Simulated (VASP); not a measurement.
# Ti3Al (Fm-3m) in VASP: a series of runs, part 2 of 2

VASP 6.6.1. The steps go on from the part before.

## (4) Single point, PBEsol, collinear spin, ferromagnetic start

This run uses another cell than the first one, of 13.20 Å³/atom, 0.684 times its volume.

File INCAR:

```
  ALGO = Normal
  EDIFF = 1E-7
  ENCUT = 520
  GGA = PS
  ISIF = 2
  ISMEAR = 0
  ISPIN = 2
  LASPH = True
  LCHARG = False
  LMAXMIX = 4
  LORBIT = 11
  LREAL = False
  LWAVE = False
  MAGMOM = 0.7 0.7 0.7 0
  NBANDS = 32
  NELM = 150
  NUPDOWN = 2.1
  PREC = Accurate
  SIGMA = 0.15
```

File KPOINTS:

```
k-points
0
Gamma
  12 12 12
```

File POSCAR:

```
Ti3Al
1.0
    0.0000000000      2.9776862962      2.9776862962
    2.9776862962      0.0000000000      2.9776862962
    2.9776862962      2.9776862962      0.0000000000
Ti Al
3 1
Direct
    0.7500000000      0.7500000000      0.7500000000
    0.2500000000      0.2500000000      0.2500000000
    0.0000000000      0.0000000000      0.0000000000
    0.5000000000      0.5000000000      0.5000000000
```

Potentials or basis: VASP PAW PBE potentials, release 64 (Ti_sv, Al).

Run with:

```console
$ cat potpaw_PBE.64/Ti_sv/POTCAR potpaw_PBE.64/Al/POTCAR > POTCAR
$ mpirun -np 1 vasp_std > vasp.out
```

OUTCAR:

```text
EDIFF = 1E-7
   ENCUT = 520
   GGA = PS
   ISIF = 2
   ISMEAR = 0
   ISPIN = 2
   LASPH = True
   LORBIT = 11
   LREAL = False
   NELM = 150
   NUPDOWN = 2.1
   PREC = Accurate

 ion  position               nearest neighbor table
   1  0.750  0.750  0.750-   4 2.58   4 2.58   4 2.58   3 2.58   4 2.58   3 2.58   3 2.58   3 2.58

   2  0.250  0.250  0.250-   3 2.58   3 2.58   3 2.58   3 2.58   4 2.58   4 2.58   4 2.58   4 2.58

   3  0.000  0.000  0.000-   1 2.58   1 2.58   1 2.58   1 2.58   2 2.58   2 2.58   2 2.58   2 2.58
                             4 2.98   4 2.98   4 2.98   4 2.98   4 2.98   4 2.98
   4  0.500  0.500  0.500-   2 2.58   2 2.58   2 2.58   1 2.58   2 2.58   1 2.58   1 2.58   1 2.58
                             3 2.98   3 2.98   3 2.98   3 2.98   3 2.98   3 2.98

  LATTYP: Found a face centered cubic cell.
 ALAT       =     5.9553725924

  Lattice vectors:

 A1 = (   0.0000000000,   2.9776862962,   2.9776862962)
[... 1845 lines left out ...]

  FORCE on cell =-STRESS in cart. coord.  units (eV):
  Direction    XX          YY          ZZ          XY          YZ          ZX
  --------------------------------------------------------------------------------------
  -------------------------------------------------------------------------------------
  Total       12.0204575     12.0204575     12.0204575     -0.0000000     -0.0000000      0.0000000
  in kB      364.7243477    364.7243477    364.7243477     -0.0000000     -0.0000000      0.0000000
  external PRESSURE =     364.7243477 kB  Pullay stress =       0.0000000 kB

 VOLUME and BASIS-vectors are now :
 -----------------------------------------------------------------------------
  energy-cutoff  :      520.00
  volume of cell :       52.80
      direct lattice vectors                 reciprocal lattice vectors
     0.000000000  2.977686296  2.977686296    -0.167915606  0.167915606  0.167915606
     2.977686296  0.000000000  2.977686296     0.167915606 -0.167915606  0.167915606
     2.977686296  2.977686296  0.000000000     0.167915606  0.167915606 -0.167915606

 POSITION                                       TOTAL-FORCE (eV/Angst)
 -----------------------------------------------------------------------------------
      4.46653      4.46653      4.46653        -0.000000     -0.000000     -0.000000
      1.48884      1.48884      1.48884         0.000000      0.000000      0.000000
      0.00000      0.00000      0.00000        -0.000000      0.000000     -0.000000
      2.97769      2.97769      2.97769        -0.000000      0.000000     -0.000000
 -----------------------------------------------------------------------------------
    total drift:                               -0.000000     -0.000000      0.000000

  FREE ENERGIE OF THE ION-ELECTRON SYSTEM (eV)
  ---------------------------------------------------
  free  energy   TOTEN  =       -28.5511729076 eV

  energy  without entropy=      -28.5010119389  energy(sigma->0) =      -28.52609242

 total charge

# of ion       s       p       d       tot
------------------------------------------
    1        2.264   6.192   2.138  10.594
    2        2.264   6.192   2.138  10.594
    3        2.312   6.142   2.212  10.666
    4        0.443   0.521   0.000   0.965
--------------------------------------------------
tot          7.284  19.048   6.487  32.820

 magnetization (x)

# of ion       s       p       d       tot
------------------------------------------
    1        0.004   0.057   0.291   0.352
    2        0.004   0.057   0.291   0.352
    3        0.011   0.043   0.856   0.910
    4       -0.004   0.005   0.000   0.001
--------------------------------------------------
tot          0.015   0.162   1.438   1.614
```

It took 7.8 min on 1 thread of Oxide Virtual Turin-like, shared host; peak memory 0.28 GiB.

What came out:

```
Free energy                                           : -28.5512 eV
Pressure                                              : 36.5 GPa
Net moment                                            : 2.10 μB per cell
Site moments                                          : Ti +0.35, +0.91; Al +0.00 μB
Valence electrons inside the program's atomic spheres : Ti 10.59, 10.67; Al 0.96
```

Caveat: the PAW data sets were made with another functional, which shifts forces and pressure a little; the total moment is fixed, so each spin has its own Fermi level.

## (5) Single point, PBEsol, collinear spin, ferromagnetic start

This run uses another cell than the first one, of 13.20 Å³/atom, 0.684 times its volume.

File INCAR:

```
SYSTEM = Ti3Al
PREC = Accurate
ENCUT = 520
EDIFF = 1E-7
ISMEAR = 0
SIGMA = 0.15
LREAL = .FALSE.
LASPH = .TRUE.
NELM = 150
ALGO = Normal
ISIF = 2
LWAVE = .FALSE.
LCHARG = .FALSE.
ISPIN = 2
MAGMOM = 0.9 0.9 0.9 0
LORBIT = 11
NUPDOWN = 2.7
LMAXMIX = 4
GGA = PS
NBANDS = 32
```

File KPOINTS:

```
regular mesh
0
G
  12 12 12
  0 0 0
```

POSCAR is that of step 4.

Potentials or basis: VASP PAW PBE potentials, release 64 (Ti_sv, Al).

Run with:

```console
$ cat potpaw_PBE.64/Ti_sv/POTCAR potpaw_PBE.64/Al/POTCAR > POTCAR
$ mpirun -np 1 vasp_std > vasp.out
```

OUTCAR:

```text
SYSTEM = Ti3Al
   PREC = Accurate
   ENCUT = 520
   EDIFF = 1E-7
   ISMEAR = 0
   LREAL = .FALSE.
   LASPH = .TRUE.
   NELM = 150
   ISIF = 2
   ISPIN = 2
   LORBIT = 11
   NUPDOWN = 2.7
   GGA = PS

 ion  position               nearest neighbor table
   1  0.750  0.750  0.750-   4 2.58   4 2.58   4 2.58   3 2.58   4 2.58   3 2.58   3 2.58   3 2.58

   2  0.250  0.250  0.250-   3 2.58   3 2.58   3 2.58   3 2.58   4 2.58   4 2.58   4 2.58   4 2.58

   3  0.000  0.000  0.000-   1 2.58   1 2.58   1 2.58   1 2.58   2 2.58   2 2.58   2 2.58   2 2.58
                             4 2.98   4 2.98   4 2.98   4 2.98   4 2.98   4 2.98
   4  0.500  0.500  0.500-   2 2.58   2 2.58   2 2.58   1 2.58   2 2.58   1 2.58   1 2.58   1 2.58
                             3 2.98   3 2.98   3 2.98   3 2.98   3 2.98   3 2.98

  LATTYP: Found a face centered cubic cell.
 ALAT       =     5.9553725924

  Lattice vectors:

 A1 = (   0.0000000000,   2.9776862962,   2.9776862962)
 A2 = (   2.9776862962,   0.0000000000,   2.9776862962)
 A3 = (   2.9776862962,   2.9776862962,   0.0000000000)

Analysis of symmetry for initial positions (statically):
=====================================================================
 Subroutine PRICEL returns:
 Original cell was already a primitive cell.

 Routine SETGRP: Setting up the symmetry group for a
 face centered cubic supercell.

 Subroutine GETGRP returns: Found 48 space group operations
 (whereof 48 operations were pure point group operations)
 out of a pool of 48 trial point group operations.

The static configuration has the point symmetry O_h .

Analysis of symmetry for dynamics (positions and initial velocities):
=====================================================================
 Subroutine PRICEL returns:
 Original cell was already a primitive cell.

 Routine SETGRP: Setting up the symmetry group for a
 face centered cubic supercell.

 Subroutine GETGRP returns: Found 48 space group operations
 (whereof 48 operations were pure point group operations)
 out of a pool of 48 trial point group operations.

The dynamic configuration has the point symmetry O_h .

Analysis of structural, dynamic, and magnetic symmetry:
=====================================================================
 Subroutine PRICEL returns:
 Original cell was already a primitive cell.

 Routine SETGRP: Setting up the symmetry group for a
 face centered cubic supercell.

 Subroutine GETGRP returns: Found 48 space group operations
 (whereof 48 operations were pure point group operations)
 out of a pool of 48 trial point group operations.

The overall configuration has the point symmetry O_h .

 Subroutine INISYM returns: Found 48 space group operations
 (whereof 48 operations are pure point group operations),
 and found     1 'primitive' translations

----------------------------------------------------------------------------------------

                                     Primitive cell

  volume of cell :      52.8040

  direct lattice vectors                    reciprocal lattice vectors
     0.000000000  2.977686296  2.977686296    -0.167915606  0.167915606  0.167915606
     2.977686296  0.000000000  2.977686296     0.167915606 -0.167915606  0.167915606
     2.977686296  2.977686296  0.000000000     0.167915606  0.167915606 -0.167915606

  length of vectors
     4.211084345  4.211084345  4.211084345     0.290838362  0.290838362  0.290838362

  position of ions in fractional coordinates (direct lattice)
     0.750000000  0.750000000  0.750000000
     0.250000000  0.250000000  0.250000000
[... 86 lines left out ...]
   NFREE  =      0    steps in history (QN), initial steepest desc. (CG)
   ISIF   =      2    stress and relaxation
   ISYM   =      2    0-nonsym 1-usesym 2-fastsym
   POTIM  = 0.5000    time-step for ionic-motion
   TEBEG  =    0.0;   TEEND  =   0.0 temperature during run
   PSTRESS=    0.0 pullay stress
   NELECT =      39.0000    total number of electrons
   NUPDOWN=       2.7000    fix difference up-down
   EMIN   =  10.00;   EMAX   =-10.00  energy-range for DOS
   EFERMI =   0.00;   METHOD = LEGACY
   ISMEAR =     0;   SIGMA  =   0.15  broadening in eV -4-tet -1-fermi 0-gaus
   EFERMI_NEDOS =   21; number of points for ismear=-14 and -15
   IALGO  =     38    algorithm
   IMIX   =      4    mixing-type and parameters
     AMIX     =   0.40;   BMIX     =  1.00
     AMIX_MAG =   1.60;   BMIX_MAG =  1.00
  volume/ion in A,a.u.               =      13.20        89.08
  Fermi-wavevector in a.u.,A,eV,Ry     =   1.479815  2.796445 29.794751  2.189852
  Thomas-Fermi vector in A             =   2.593926
   LORBIT       =     11    0 simple, 1 ext, 2 COOP (PROOUT), +10 PAW based schemes
   GGA     = PS    functional components
   LHFCALC =     F    Hartree Fock is set to
   AEXX    =    0.0000 exact exchange contribution
   IVDW    =     0    specifies the selected vdW correction
   LEPSILON=     F    determine dielectric tensor
   LRPA    =     F    only Hartree local field effects (RPA)
 spin polarized calculation
 Gauss-broadening in eV      SIGMA  =   0.15
  energy-cutoff  :      520.00
  volume of cell :       52.80
 maximum number of plane-waves:      1435
   NGX = 15   NGY = 15   NGZ = 15

 number of electron      39.0000013 magnetization       2.7000001

 Free energy of the ion-electron system (eV)
  ---------------------------------------------------
  ext. energy  EPLUGINS =         0.00000000
  ---------------------------------------------------
  free energy    TOTEN  =       -28.45042784 eV

  energy without entropy =      -28.40472371  energy(sigma->0) =      -28.42757577

 E-fermi :  10.5908     XC(G=0): -12.5276

 val. band max:       10.9945151784   @ k =  -0.3333   0.2500   0.0833
 cond. band min:      10.5912681593   @ k =   0.5000   0.3333   0.1667
 fundamental gap:     -0.4032470190
 Fermi energy:        11.0332655211

 spin component 1

 k-point     1 :       0.0000    0.0000    0.0000
  band No.  band energies     occupation
      1     -45.4437      1.00000
      2     -45.1554      1.00000
      3     -44.9755      1.00000
      4     -21.9530      1.00000
      5     -21.9530      1.00000
      6     -21.9530      1.00000
[... 805 lines left out ...]
     30      16.4695      0.00000
     31      16.7198      0.00000

 [... further k-points ...]

 spin component 2

 k-point     1 :       0.0000    0.0000    0.0000
  band No.  band energies     occupation
      1     -44.9281      1.00000
      2     -44.7478      1.00000
      3     -44.2030      1.00000
      4     -21.3764      1.00000
      5     -21.3764      1.00000
      6     -21.3764      1.00000
[... 805 lines left out ...]
     30      16.9673      0.00000
     31      17.1882      0.00000

 [... further k-points ...]

 [bands above 31 left out]

------------------------ aborting loop because EDIFF is reached ----------------------------------------

  FORCE on cell =-STRESS in cart. coord.  units (eV):
  Direction    XX          YY          ZZ          XY          YZ          ZX
  --------------------------------------------------------------------------------------
  -------------------------------------------------------------------------------------
  Total       12.3626821     12.3626821     12.3626821      0.0000000     -0.0000000      0.0000000
  in kB      375.1081169    375.1081169    375.1081169      0.0000000     -0.0000000      0.0000000
  external PRESSURE =     375.1081169 kB  Pullay stress =       0.0000000 kB

 VOLUME and BASIS-vectors are now :
 -----------------------------------------------------------------------------
  energy-cutoff  :      520.00
  volume of cell :       52.80
      direct lattice vectors                 reciprocal lattice vectors
     0.000000000  2.977686296  2.977686296    -0.167915606  0.167915606  0.167915606
     2.977686296  0.000000000  2.977686296     0.167915606 -0.167915606  0.167915606
     2.977686296  2.977686296  0.000000000     0.167915606  0.167915606 -0.167915606

 POSITION                                       TOTAL-FORCE (eV/Angst)
 -----------------------------------------------------------------------------------
      4.46653      4.46653      4.46653        -0.000000     -0.000000     -0.000000
      1.48884      1.48884      1.48884        -0.000000     -0.000000      0.000000
      0.00000      0.00000      0.00000         0.000000      0.000000      0.000000
      2.97769      2.97769      2.97769         0.000000      0.000000      0.000000
 -----------------------------------------------------------------------------------
    total drift:                               -0.000000     -0.000000      0.000000

  FREE ENERGIE OF THE ION-ELECTRON SYSTEM (eV)
  ---------------------------------------------------
  free  energy   TOTEN  =       -28.4504278374 eV

  energy  without entropy=      -28.4047237064  energy(sigma->0) =      -28.42757577

 total charge

# of ion       s       p       d       tot
------------------------------------------
    1        2.263   6.195   2.137  10.594
    2        2.263   6.195   2.137  10.594
    3        2.312   6.148   2.206  10.666
    4        0.444   0.520   0.000   0.964
--------------------------------------------------
tot          7.282  19.057   6.480  32.819

 magnetization (x)

# of ion       s       p       d       tot
------------------------------------------
    1        0.006   0.070   0.424   0.500
    2        0.006   0.070   0.424   0.500
    3        0.012   0.057   0.985   1.054
    4       -0.005   0.008   0.000   0.003
--------------------------------------------------
tot          0.019   0.206   1.833   2.058
```

Run time: 6.2 min. Hardware: 1 thread of Oxide Virtual Turin-like, shared host; peak memory 0.28 GiB.

What came out:

```yaml
Free_energy: -28.4504 eV
Pressure: 37.5 GPa
Net_moment: 2.70 μB per cell
Site_moments: Ti +0.50, +1.05; Al +0.00 μB
Valence_electrons_inside_the_program's_atomic_spheres: Ti 10.59, 10.67; Al 0.96
```

Caveat: the PAW data sets were made with another functional, which shifts forces and pressure a little; the total moment is fixed, so each spin has its own Fermi level.

## (6) Single point, PBEsol, collinear spin, ferromagnetic start

This run uses another cell than the first one, of 15.23 Å³/atom, 0.789 times its volume.

File INCAR:

```
  ALGO = Normal
  EDIFF = 1E-7
  ENCUT = 520
  GGA = PS
  ISIF = 2
  ISMEAR = 0
  ISPIN = 2
  LASPH = T
  LCHARG = F
  LMAXMIX = 4
  LORBIT = 11
  LREAL = F
  LWAVE = F
  MAGMOM = 0.1 0.1 0.1 0
  NBANDS = 32
  NELM = 150
  NUPDOWN = 0.3
  PREC = Accurate
  SIGMA = 0.15
```

File KPOINTS:

```
k-points
0
Gamma
  12 12 12
```

File POSCAR:

```
Ti3Al
1.0
    0.0000000000      3.1231701287      3.1231701287
    3.1231701287      0.0000000000      3.1231701287
    3.1231701287      3.1231701287      0.0000000000
Ti Al
3 1
Direct
    0.7500000000      0.7500000000      0.7500000000
    0.2500000000      0.2500000000      0.2500000000
    0.0000000000      0.0000000000      0.0000000000
    0.5000000000      0.5000000000      0.5000000000
```

Potentials or basis: VASP PAW PBE potentials, release 64 (Ti_sv, Al).

Run with:

```console
$ cat potpaw_PBE.64/Ti_sv/POTCAR potpaw_PBE.64/Al/POTCAR > POTCAR
$ mpirun -np 1 vasp_std > vasp.out
```

OUTCAR:

```text
EDIFF = 1E-7
   ENCUT = 520
   GGA = PS
   ISIF = 2
   ISMEAR = 0
   ISPIN = 2
   LASPH = T
   LORBIT = 11
   LREAL = F
   NELM = 150
   NUPDOWN = 0.3
   PREC = Accurate

 ion  position               nearest neighbor table
   1  0.750  0.750  0.750-   4 2.70   4 2.70   4 2.70   3 2.70   4 2.70   3 2.70   3 2.70   3 2.70

   2  0.250  0.250  0.250-   3 2.70   3 2.70   3 2.70   3 2.70   4 2.70   4 2.70   4 2.70   4 2.70

[... 1868 lines left out ...]
  energy-cutoff  :      520.00
  volume of cell :       60.93
      direct lattice vectors                 reciprocal lattice vectors
     0.000000000  3.123170129  3.123170129    -0.160093744  0.160093744  0.160093744
     3.123170129  0.000000000  3.123170129     0.160093744 -0.160093744  0.160093744
     3.123170129  3.123170129  0.000000000     0.160093744  0.160093744 -0.160093744

 POSITION                                       TOTAL-FORCE (eV/Angst)
 -----------------------------------------------------------------------------------
      4.68476      4.68476      4.68476         0.000000      0.000000      0.000000
      1.56159      1.56159      1.56159        -0.000000     -0.000000     -0.000000
      0.00000      0.00000      0.00000         0.000000     -0.000000      0.000000
      3.12317      3.12317      3.12317         0.000000     -0.000000      0.000000
 -----------------------------------------------------------------------------------
    total drift:                                0.000000      0.000000      0.000000

  FREE ENERGIE OF THE ION-ELECTRON SYSTEM (eV)
  ---------------------------------------------------
  free  energy   TOTEN  =       -29.6396313030 eV

  energy  without entropy=      -29.5604752480  energy(sigma->0) =      -29.60005328

 total charge

# of ion       s       p       d       tot
------------------------------------------
    1        2.234   6.150   1.991  10.375
    2        2.234   6.150   1.991  10.375
    3        2.277   6.107   2.056  10.440
    4        0.417   0.455   0.000   0.873
--------------------------------------------------
tot          7.162  18.863   6.039  32.063

 magnetization (x)

# of ion       s       p       d       tot
------------------------------------------
    1        0.000   0.006   0.015   0.021
    2        0.000   0.006   0.015   0.021
    3        0.003   0.004   0.192   0.199
    4       -0.001  -0.002   0.000  -0.003
--------------------------------------------------
tot          0.002   0.014   0.222   0.238
```

Wall time 8.1 min (1 thread of Oxide Virtual Turin-like, shared host); peak memory 0.33 GiB.

Results:

| Property | Result |
| --- | --- |
| Free energy | -29.6396 eV |
| Pressure | 7.8 GPa |
| Net moment | 0.30 μB per cell |
| Site moments | Ti +0.02, +0.20; Al -0.00 μB |
| Valence electrons inside the program's atomic spheres | Ti 10.38, 10.44; Al 0.87 |

Caveat: the PAW data sets were made with another functional, which shifts forces and pressure a little; the total moment is fixed, so each spin has its own Fermi level.

## (7) The runs side by side

| fixed moment (μB) | cell | pressure (GPa) | moment (μB) |
| --- | --- | --- | --- |
| 1.5 | a = 4.779 Å, angles 60.0°, 4 atoms | -14.7 | 1.50 |
| 1.8 | a = 4.779 Å, angles 60.0°, 4 atoms | -14.6 | 1.80 |
| 2.1 | a = 4.211 Å, angles 60.0°, 4 atoms | 36.5 | 2.10 |
| 2.7 | a = 4.211 Å, angles 60.0°, 4 atoms | 37.5 | 2.70 |
| 0.3 | a = 4.417 Å, angles 60.0°, 4 atoms | 7.8 | 0.30 |

Alike in all rows: task single point; level PBEsol; potentials or basis VASP PAW PBE potentials, release 64 (Ti_sv, Al); spin collinear, ferromagnetic start; k mesh 12 × 12 × 12; cutoff (eV) 520; smearing gaussian 0.15 eV.

Caveats: the PAW data sets were made with another functional, which shifts forces and pressure a little; the total moment is fixed, so each spin has its own Fermi level.

Total energies depend on the potentials used, so only differences within one code and one set of settings carry meaning.
